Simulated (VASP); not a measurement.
# Si (C2) in VASP: a series of runs

The runs below take Si through single point, with PBE.

All numbers are computed with VASP 6.6.1; they aren't measurements. Logs are shortened: lines on timing, memory, paths and dates and some standing lists are left out, and cuts for length are marked.

## (1) The cell of the first run

It takes space group C2 (No. 5, monoclinic). The conventional cell has a = 14.380 Å, b = 4.002 Å, c = 5.919 Å, α = 90.00°, β = 96.17°, γ = 90.00°. Si (site symmetry 1) has 4 Si at 2.30 to 2.41 Å within 3.0 Å. Within 3.1 Å of Si (site symmetry 1) lie 4 Si at 2.35 to 2.49 Å. Within 2.9 Å of Si (site symmetry 1) lie 4 Si at 2.20 to 2.41 Å. Within 2.9 Å of Si (site symmetry 1) lie 4 Si at 2.20 to 2.49 Å.

## (2) Single point, PBE (mode 4 frozen in at -0.140 Å, strain +e along z and -e/2 along x and y -0.0700)

Input file INCAR:

```
  ALGO = Normal
  EDIFF = 1E-6
  ENCUT = 520
  GGA = PE
  ISIF = 2
  ISMEAR = 0
  LASPH = True
  LCHARG = False
  LREAL = False
  LWAVE = False
  NBANDS = 26
  NELM = 80
  PREC = Accurate
  SIGMA = 0.03
```

Input file KPOINTS:

```
k-points
0
Gamma
  10 10 6
```

Input file POSCAR:

```
Si
1.0
    7.1894207869     -2.0011101510      0.0815299555
    7.1894207869      2.0011101510      0.0815299555
   -0.7029910630      0.0000000000      5.8771845726
Si
8
Direct
    0.0427491161      0.0685752169      0.8741221558
    0.9314247831      0.9572508839      0.1258778442
    0.5449241994      0.5735363720      0.6536328742
    0.4264636280      0.4550758006      0.3463671258
    0.2489950201      0.1767920981      0.0570686657
    0.8232079019      0.7510049799      0.9429313343
    0.7181434453      0.7359080939      0.5855965457
    0.2640919061      0.2818565547      0.4144034543
```

Potentials or basis: VASP PAW PBE potentials, release 64 (Si).

Run with:

```
$ cat potpaw_PBE.64/Si/POTCAR > POTCAR
$ mpirun -np 1 vasp_std > vasp.out
```

OUTCAR:

```text
EDIFF = 1E-6
   ENCUT = 520
   GGA = PE
   ISIF = 2
   ISMEAR = 0
   LASPH = True
   LREAL = False
   NELM = 80
   PREC = Accurate

 ion  position               nearest neighbor table
   1  0.043  0.069  0.874-   2 2.30   3 2.39   3 2.40   5 2.41
   2  0.931  0.957  0.126-   1 2.30   4 2.39   4 2.40   6 2.41
   3  0.545  0.574  0.654-   4 2.35   1 2.39   1 2.40   7 2.49
   4  0.426  0.455  0.346-   3 2.35   2 2.39   2 2.40   8 2.49
   5  0.249  0.177  0.057-   8 2.20   6 2.40   6 2.40   1 2.41
   6  0.823  0.751  0.943-   7 2.20   5 2.40   5 2.40   2 2.41
   7  0.718  0.736  0.586-   6 2.20   8 2.37   8 2.37   3 2.49
   8  0.264  0.282  0.414-   5 2.20   7 2.37   7 2.37   4 2.49

  LATTYP: Found a base centered monoclinic cell.
 ALAT       =    14.3797661156
 B/A-ratio  =     0.2783230457
 C/A-ratio  =     0.4116255330
 COS(beta)  =    -0.1075000546

  Lattice vectors:

 A1 = (   7.1894207869,  -2.0011101510,   0.0815299555)
 A2 = (   7.1894207869,   2.0011101510,   0.0815299555)
 A3 = (  -0.7029910630,   0.0000000000,   5.8771845726)

Analysis of symmetry for initial positions (statically):
=====================================================================
 Subroutine PRICEL returns:
 Original cell was already a primitive cell.

 Routine SETGRP: Setting up the symmetry group for a
 base centered monoclinic supercell.

 Subroutine GETGRP returns: Found  2 space group operations
 (whereof  2 operations were pure point group operations)
 out of a pool of  4 trial point group operations.

The static configuration has the point symmetry C_2 .

Analysis of symmetry for dynamics (positions and initial velocities):
=====================================================================
 Subroutine PRICEL returns:
 Original cell was already a primitive cell.

 Routine SETGRP: Setting up the symmetry group for a
 base centered monoclinic supercell.

 Subroutine GETGRP returns: Found  2 space group operations
 (whereof  2 operations were pure point group operations)
 out of a pool of  4 trial point group operations.

The dynamic configuration has the point symmetry C_2 .

 Subroutine INISYM returns: Found  2 space group operations
 (whereof  2 operations are pure point group operations),
 and found     1 'primitive' translations

[... 98 lines left out ...]
   ISTART =      0    job   : 0-new  1-cont  2-samecut
   ICHARG =      2    charge: 1-file 2-atom 10-const
   ISPIN  =      1    spin polarized calculation?
   LNONCOLLINEAR =      F non collinear calculations
   LSORBIT =      F    spin-orbit coupling
   LASPH  =      T    aspherical Exc in radial PAW
   ENCUT  =  520.0 eV  38.22 Ry    6.18 a.u.  13.88 13.88 11.01*2*pi/ulx,y,z
   NELM   =     80;   NELMIN=  2; NELMDL= -5     # of ELM steps
   EDIFF  = 0.1E-05   stopping-criterion for ELM
   LREAL  =      F    real-space projection
[... 7 lines left out ...]
   TEBEG  =    0.0;   TEEND  =   0.0 temperature during run
   PSTRESS=    0.0 pullay stress
   NELECT =      32.0000    total number of electrons
   NUPDOWN=      -1.0000    fix difference up-down
   EMIN   =  10.00;   EMAX   =-10.00  energy-range for DOS
   EFERMI =   0.00;   METHOD = LEGACY
   ISMEAR =     0;   SIGMA  =   0.03  broadening in eV -4-tet -1-fermi 0-gaus
   EFERMI_NEDOS =   21; number of points for ismear=-14 and -15
   IALGO  =     38    algorithm
   IMIX   =      4    mixing-type and parameters
     AMIX     =   0.40;   BMIX     =  1.00
     AMIX_MAG =   1.60;   BMIX_MAG =  1.00
  volume/ion in A,a.u.               =      21.17       142.84
  Fermi-wavevector in a.u.,A,eV,Ry     =   0.939450  1.775304 12.008053  0.882567
  Thomas-Fermi vector in A             =   2.066764
   LORBIT       =      0    0 simple, 1 ext, 2 COOP (PROOUT), +10 PAW based schemes
   GGA     = PE    functional components
   LHFCALC =     F    Hartree Fock is set to
   AEXX    =    0.0000 exact exchange contribution
   IVDW    =     0    specifies the selected vdW correction
   LEPSILON=     F    determine dielectric tensor
   LRPA    =     F    only Hartree local field effects (RPA)
 non-spin polarized calculation
 Gauss-broadening in eV      SIGMA  =   0.03
  energy-cutoff  :      520.00
  volume of cell :      169.34
 maximum number of plane-waves:      4590
   NGX = 27   NGY = 27   NGZ = 21

 number of electron      32.0000000 magnetization

 Free energy of the ion-electron system (eV)
  ---------------------------------------------------
  ext. energy  EPLUGINS =         0.00000000
  ---------------------------------------------------
  free energy    TOTEN  =       -42.28032281 eV

  energy without entropy =      -42.28013134  energy(sigma->0) =      -42.28022708

 E-fermi :   5.5298     XC(G=0):  -9.1124

 val. band max:        5.5288089168   @ k =   0.1000   0.1000  -0.0000
 cond. band min:       5.5460153203   @ k =  -0.4000  -0.4000   0.3333
 fundamental gap:      0.0172064035
 Fermi energy:         5.5298087775

 k-point     1 :       0.0000    0.0000    0.0000
  band No.  band energies     occupation
      1      -6.6197      2.00000
      2      -4.6699      2.00000
      3      -4.0143      2.00000
      4      -3.0539      2.00000
      5      -1.8421      2.00000
      6      -1.1559      2.00000
[... 685 lines left out ...]
     25       9.0374      0.00000
     26       9.5022      0.00000

 [... further k-points ...]
[... 5 lines left out ...]
  --------------------------------------------------------------------------------------
  -------------------------------------------------------------------------------------
  Total       -4.5341494     -3.9926914     10.9650309      0.0000000      0.0000000     -0.2398326
  in kB      -42.8996242    -37.7766465    103.7450821      0.0000000      0.0000000     -2.2691642
  external PRESSURE =       7.6896038 kB  Pullay stress =       0.0000000 kB

 VOLUME and BASIS-vectors are now :
 -----------------------------------------------------------------------------
  energy-cutoff  :      520.00
  volume of cell :      169.34
      direct lattice vectors                 reciprocal lattice vectors
     7.189420787 -2.001110151  0.081529956     0.069452423 -0.249861308  0.008307453
     7.189420787  2.001110151  0.081529956     0.069452423  0.249861308  0.008307453
    -0.702991063  0.000000000  5.877184573    -0.001926927  0.000000000  0.169919011

 POSITION                                       TOTAL-FORCE (eV/Angst)
 -----------------------------------------------------------------------------------
      0.18586      0.05168      5.14645         0.659389     -0.079273      0.020251
     13.48999      0.05168      0.89379        -0.659389     -0.079273     -0.020251
      7.58159      0.05726      3.93271         0.549724     -0.076246     -0.021688
      6.09426      0.05726      2.10754        -0.549724     -0.076246      0.021688
      3.02104     -0.14449      0.37012        -0.209423      0.077967     -1.167630
     10.65481     -0.14449      5.67013         0.209423      0.077967      1.167630
     10.04212      0.03555      3.56021        -0.442494      0.077553     -1.218402
      3.63373      0.03555      2.48004         0.442494      0.077553      1.218402
 -----------------------------------------------------------------------------------
    total drift:                               -0.000000     -0.000011      0.000000

  FREE ENERGIE OF THE ION-ELECTRON SYSTEM (eV)
  ---------------------------------------------------
  free  energy   TOTEN  =       -42.2803228131 eV

  energy  without entropy=      -42.2801313382  energy(sigma->0) =      -42.28022708
```

stdout:

```text
POSCAR found type information on POSCAR Si
 POSCAR found :  1 types and       8 ions
 scaLAPACK will be used
 LDA part: xc-table for (Slater+PW92), standard interpolation
 POSCAR, INCAR and KPOINTS ok, starting setup
 FFT: planning ... GRIDC
 FFT: planning ... GRID_SOFT
 FFT: planning ... GRID
 WAVECAR not read
 entering main loop
```

Run time: 16 min. Hardware: 1 thread of Intel Xeon 6975P-C, shared host; peak memory 0.72 GiB.

Results:

- Free energy: -42.2803 eV
- Pressure: 0.8 GPa
- Largest force: 1.299 eV/Å
- Band gap on the k mesh: zero (band 16 reaches 5.62 eV, above the bottom of band 17 at 5.50 eV)

Forces on the atoms (eV/Å):
```
Si   0.659 -0.079  0.020
Si  -0.659 -0.079 -0.020
Si   0.550 -0.076 -0.022
Si  -0.550 -0.076  0.022
Si  -0.209  0.078 -1.168
Si   0.209  0.078  1.168
Si  -0.442  0.078 -1.218
Si   0.442  0.078  1.218
```

Caveat: the cell differs from its parent crystal (mode 4 frozen in at -0.140 Å, strain +e along z and -e/2 along x and y -0.0700); forces of over 1 eV/Å act on the atoms, so gaps and moduli don't describe the material at rest.

## (3) Single point, PBE (mode 4 frozen in at -0.419 Å, strain +e along z and -e/2 along x and y +0.0233)

Input file INCAR:

```
ALGO = Normal ; EDIFF = 1E-7
ENCUT = 520 ; GGA = PE
ISIF = 2 ; ISMEAR = 0
LASPH = T ; LCHARG = T
LELF = T ; LREAL = F
LVHAR = T ; LWAVE = F
NBANDS = 26 ; NELM = 100
PREC = Accurate ; SIGMA = 0.03
```

KPOINTS is that of step 2.

Input file POSCAR:

```
Si
1.0
    6.8787226371     -1.9109151862     -0.0337271026
    6.8787226371      1.9109151862     -0.0337271026
   -0.7735169406      0.0000000000      6.4667988959
Si
8
Direct
    0.0169230152      0.0944013178      0.8741221558
    0.9055986822      0.9830769848      0.1258778442
    0.5163120269      0.6021485445      0.6536328742
    0.3978514555      0.4836879731      0.3463671258
    0.3211979420      0.1045891762      0.0570686657
    0.8954108238      0.6788020580      0.9429313343
    0.7003787968      0.7536727424      0.5855965457
    0.2463272576      0.2996212032      0.4144034543
```

Potentials or basis: VASP PAW PBE potentials, release 64 (Si).

Run with:

```
$ cat potpaw_PBE.64/Si/POTCAR > POTCAR
$ mpirun -np 1 vasp_std > vasp.out
```

OUTCAR:

```text
EDIFF = 1E-7
   ENCUT = 520
   GGA = PE
   ISIF = 2
   ISMEAR = 0
   LASPH = T
   LREAL = F
   NELM = 100
   PREC = Accurate

 ion  position               nearest neighbor table
   1  0.017  0.094  0.874-   2 2.38   3 2.38   5 2.40   3 2.41
   2  0.906  0.983  0.126-   1 2.38   4 2.38   6 2.40   4 2.41
   3  0.516  0.602  0.654-   1 2.38   7 2.40   1 2.41   4 2.42
   4  0.398  0.484  0.346-   2 2.38   8 2.40   2 2.41   3 2.42
   5  0.321  0.105  0.057-   6 2.33   6 2.33   1 2.40   8 2.43
   6  0.895  0.679  0.943-   5 2.33   5 2.33   2 2.40   7 2.43
   7  0.700  0.754  0.586-   8 2.34   8 2.34   3 2.40   6 2.43
   8  0.246  0.300  0.414-   7 2.34   7 2.34   4 2.40   5 2.43

  LATTYP: Found a base centered monoclinic cell.
 ALAT       =    13.7576106407
 B/A-ratio  =     0.2777975386
 C/A-ratio  =     0.4734031462
 COS(beta)  =    -0.1236338856

  Lattice vectors:

 A1 = (   6.8787226371,  -1.9109151862,  -0.0337271026)
 A2 = (   6.8787226371,   1.9109151862,  -0.0337271026)
 A3 = (  -0.7735169406,   0.0000000000,   6.4667988959)

Analysis of symmetry for initial positions (statically):
=====================================================================
 Subroutine PRICEL returns:
 Original cell was already a primitive cell.

 Routine SETGRP: Setting up the symmetry group for a
 base centered monoclinic supercell.

 Subroutine GETGRP returns: Found  2 space group operations
 (whereof  2 operations were pure point group operations)
 out of a pool of  4 trial point group operations.

The static configuration has the point symmetry C_2 .

Analysis of symmetry for dynamics (positions and initial velocities):
=====================================================================
 Subroutine PRICEL returns:
 Original cell was already a primitive cell.

 Routine SETGRP: Setting up the symmetry group for a
 base centered monoclinic supercell.

 Subroutine GETGRP returns: Found  2 space group operations
 (whereof  2 operations were pure point group operations)
 out of a pool of  4 trial point group operations.

The dynamic configuration has the point symmetry C_2 .

 Subroutine INISYM returns: Found  2 space group operations
 (whereof  2 operations are pure point group operations),
 and found     1 'primitive' translations

----------------------------------------------------------------------------------------

                                     Primitive cell

  volume of cell :     169.9080

  direct lattice vectors                    reciprocal lattice vectors
     6.878722637 -1.910915186 -0.033727103     0.072730569 -0.261654732  0.008699563
     6.878722637  1.910915186 -0.033727103     0.072730569  0.261654732  0.008699563
    -0.773516941  0.000000000  6.466798896     0.000758642  0.000000000  0.154726757

  length of vectors
     7.139296848  7.139296848  6.512896162     0.271714219  0.271714219  0.154728617

  position of ions in fractional coordinates (direct lattice)
     0.016923015  0.094401318  0.874122156
     0.905598682  0.983076985  0.125877844
     0.516312027  0.602148544  0.653632874
     0.397851456  0.483687973  0.346367126
[... 38 lines left out ...]
 ===========================================

 Found    172 irreducible k-points:

 Following reciprocal coordinates:
            Coordinates               Weight
  0.000000  0.000000  0.000000      1.000000
  0.100000  0.000000  0.000000      4.000000
  0.200000  0.000000  0.000000      4.000000
  0.300000  0.000000 -0.000000      4.000000
  0.400000 -0.000000  0.000000      4.000000
  0.500000  0.000000  0.000000      2.000000
[... 16 lines left out ...]
  0.300000  0.300000 -0.000000      2.000000
  0.400000  0.300000  0.000000      4.000000
 [... further k-points ...]
   k-points           NKPTS =    172   k-points in BZ     NKDIM =    172   number of bands    NBANDS=     26
   number of dos      NEDOS =    301   number of ions     NIONS =      8
   total plane-waves  NPLWV = 139968
   dimension x,y,z NGX =    54 NGY =   54 NGZ =   48
   dimension x,y,z NGXF=   108 NGYF=  108 NGZF=   96
   ions per type =               8
   NGX,Y,Z   is equivalent  to a cutoff of  12.57, 12.57, 12.25 a.u.
   NGXF,Y,Z  is equivalent  to a cutoff of  25.15, 25.15, 24.50 a.u.
 SYSTEM =  unknown system
   PREC   = accura    normal or accurate (medium, high low for compatibility)
   ISTART =      0    job   : 0-new  1-cont  2-samecut
   ICHARG =      2    charge: 1-file 2-atom 10-const
   ISPIN  =      1    spin polarized calculation?
   LNONCOLLINEAR =      F non collinear calculations
   LSORBIT =      F    spin-orbit coupling
   LASPH  =      T    aspherical Exc in radial PAW
   ENCUT  =  520.0 eV  38.22 Ry    6.18 a.u.  13.27 13.27 12.11*2*pi/ulx,y,z
   NELM   =    100;   NELMIN=  2; NELMDL= -5     # of ELM steps
   EDIFF  = 0.1E-06   stopping-criterion for ELM
   LREAL  =      F    real-space projection
   EDIFFG = 0.1E-05   stopping-criterion for IOM
   NSW    =      0    number of steps for IOM
   IBRION =     -1    ionic relax: 0-MD 1-quasi-New 2-CG
   NFREE  =      0    steps in history (QN), initial steepest desc. (CG)
   ISIF   =      2    stress and relaxation
   ISYM   =      2    0-nonsym 1-usesym 2-fastsym
   POTIM  = 0.5000    time-step for ionic-motion
   TEBEG  =    0.0;   TEEND  =   0.0 temperature during run
   PSTRESS=    0.0 pullay stress
   NELECT =      32.0000    total number of electrons
   NUPDOWN=      -1.0000    fix difference up-down
   EMIN   =  10.00;   EMAX   =-10.00  energy-range for DOS
   EFERMI =   0.00;   METHOD = LEGACY
   ISMEAR =     0;   SIGMA  =   0.03  broadening in eV -4-tet -1-fermi 0-gaus
   EFERMI_NEDOS =   21; number of points for ismear=-14 and -15
   IALGO  =     38    algorithm
   IMIX   =      4    mixing-type and parameters
     AMIX     =   0.40;   BMIX     =  1.00
     AMIX_MAG =   1.60;   BMIX_MAG =  1.00
  volume/ion in A,a.u.               =      21.24       143.32
  Fermi-wavevector in a.u.,A,eV,Ry     =   0.938398  1.773314 11.981156  0.880590
  Thomas-Fermi vector in A             =   2.065605
   LORBIT       =      0    0 simple, 1 ext, 2 COOP (PROOUT), +10 PAW based schemes
   GGA     = PE    functional components
   LHFCALC =     F    Hartree Fock is set to
   AEXX    =    0.0000 exact exchange contribution
   IVDW    =     0    specifies the selected vdW correction
   LEPSILON=     F    determine dielectric tensor
   LRPA    =     F    only Hartree local field effects (RPA)
 non-spin polarized calculation
 Gauss-broadening in eV      SIGMA  =   0.03
  energy-cutoff  :      520.00
  volume of cell :      169.91
 maximum number of plane-waves:      4598
 NGX is ok and might be reduce to    54
   NGX = 27   NGY = 27   NGZ = 25

 number of electron      32.0000001 magnetization

 Free energy of the ion-electron system (eV)
  ---------------------------------------------------
  ext. energy  EPLUGINS =         0.00000000
  ---------------------------------------------------
  free energy    TOTEN  =       -42.49623324 eV

  energy without entropy =      -42.49623324  energy(sigma->0) =      -42.49623324

 E-fermi :   5.6793     XC(G=0):  -9.1275

 val. band max:        5.5519563613   @ k =   0.0000   0.0000   0.0000
 cond. band min:       6.0483190617   @ k =  -0.3000   0.2000   0.3333
 fundamental gap:      0.4963627004
 Fermi energy:         5.6792917469

 k-point     1 :       0.0000    0.0000    0.0000
  band No.  band energies     occupation
      1      -6.6126      2.00000
      2      -4.3219      2.00000
      3      -4.2236      2.00000
      4      -3.8243      2.00000
      5      -1.6525      2.00000
      6      -1.2982      2.00000
[... 685 lines left out ...]
     25       8.9796      0.00000
     26       9.1575      0.00000

 [... further k-points ...]
[... 5 lines left out ...]
  --------------------------------------------------------------------------------------
  -------------------------------------------------------------------------------------
  Total       -0.1375589      0.4982917     -4.7608206      0.0000000      0.0000000     -0.7570372
  in kB       -1.2971357      4.6987297    -44.8929985      0.0000000      0.0000000     -7.1386161
  external PRESSURE =     -13.8304681 kB  Pullay stress =       0.0000000 kB

 VOLUME and BASIS-vectors are now :
 -----------------------------------------------------------------------------
  energy-cutoff  :      520.00
  volume of cell :      169.91
      direct lattice vectors                 reciprocal lattice vectors
     6.878722637 -1.910915186 -0.033727103     0.072730569 -0.261654732  0.008699563
     6.878722637  1.910915186 -0.033727103     0.072730569  0.261654732  0.008699563
    -0.773516941  0.000000000  6.466798896     0.000758642  0.000000000  0.154726757

 POSITION                                       TOTAL-FORCE (eV/Angst)
 -----------------------------------------------------------------------------------
      0.08962      0.14805      5.64902         0.194514     -0.229271      0.169243
     12.89431      0.14805      0.75033        -0.194514     -0.229271     -0.169243
      7.18798      0.16403      4.18919        -0.132093     -0.165937     -0.008319
      5.79594      0.16403      2.21015         0.132093     -0.165937      0.008319
      2.88473     -0.41392      0.35469        -0.396323      0.639309      0.462892
     10.09920     -0.41392      6.04465         0.396323      0.639309     -0.462892
      9.54905      0.10184      3.73789         0.092165     -0.244101      0.561526
      3.43488      0.10184      2.66145        -0.092165     -0.244101     -0.561526
 -----------------------------------------------------------------------------------
    total drift:                               -0.000000      0.000016     -0.000000

  FREE ENERGIE OF THE ION-ELECTRON SYSTEM (eV)
  ---------------------------------------------------
  free  energy   TOTEN  =       -42.4962332385 eV

  energy  without entropy=      -42.4962332385  energy(sigma->0) =      -42.49623324
```

It took 8.7 min on 1 thread of Intel Xeon 6975P-C (Granite Rapids), shared host; peak memory 0.7 GiB.

Results:

| Quantity | Value |
| --- | --- |
| Free energy | -42.4962 eV |
| Pressure | -1.4 GPa |
| Largest force | 0.883 eV/Å |
| Band gap on the k mesh | 0.50 eV, indirect (least direct gap 1.20 eV) |

Forces on the atoms (eV/Å):
```
Si   0.195 -0.229  0.169
Si  -0.195 -0.229 -0.169
Si  -0.132 -0.166 -0.008
Si   0.132 -0.166  0.008
Si  -0.396  0.639  0.463
Si   0.396  0.639 -0.463
Si   0.092 -0.244  0.562
Si  -0.092 -0.244 -0.562
```

Caveat: the cell differs from its parent crystal (mode 4 frozen in at -0.419 Å, strain +e along z and -e/2 along x and y +0.0233).
